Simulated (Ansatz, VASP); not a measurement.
## Two plane-wave programs on Ta4Ti

```
CELL_PARAMETERS angstrom
-2.98019 2.98019 2.98019
2.98019 -2.98019 2.98019
2.98019 2.98019 -2.98019
ATOMIC_POSITIONS crystal
Ti 0.00000 0.00000 0.00000
Ta 0.00000 0.00000 0.50000
Ta 0.50000 0.00000 0.00000
Ta 0.00000 0.50000 0.00000
Ta 0.50000 0.50000 0.50000
```

Change from the starting cell: species swapped into the Hg4Pt type (Im-3m, No. 229).

Alike in both runs: task relaxation of cell and atoms; functional PBE; k mesh 10 × 10 × 10; occupations gaussian, width 0.1 eV; no spin polarisation.

|  | VASP | Ansatz |
| --- | --- | --- |
| version | VASP 6.6.1 | Ansatz 0.2.0 |
| potentials or method | VASP PAW PBE potentials, release 64 (Ti_sv, Ta_pv), cutoff 600 eV | scalar-relativistic, plane waves, PAW |
| valence electrons in the cell | 56 | 64 |

VASP gave:

| Quantity | Value |
| --- | --- |
| gap on the k mesh at the Fermi level, each at its own relaxed structure (eV) | none |
| relaxed volume (Å³/atom) | 21.08 |
| relaxed cell length with the largest relative difference (Å) | 5.154 |

Problem. Which values does Ansatz return?

Solution. gap on the k mesh at the Fermi level, each at its own relaxed structure (eV): none; relaxed volume (Å³/atom): 21.10; relaxed cell length with the largest relative difference (Å): 5.156.

A gap of «none» marks a metal or a gap that the smearing closes. VASP's potentials hold 56 valence electrons a cell and Ansatz's 64, so a difference there can come from the potentials and not from the codes.

Spin-orbit coupling is off throughout.
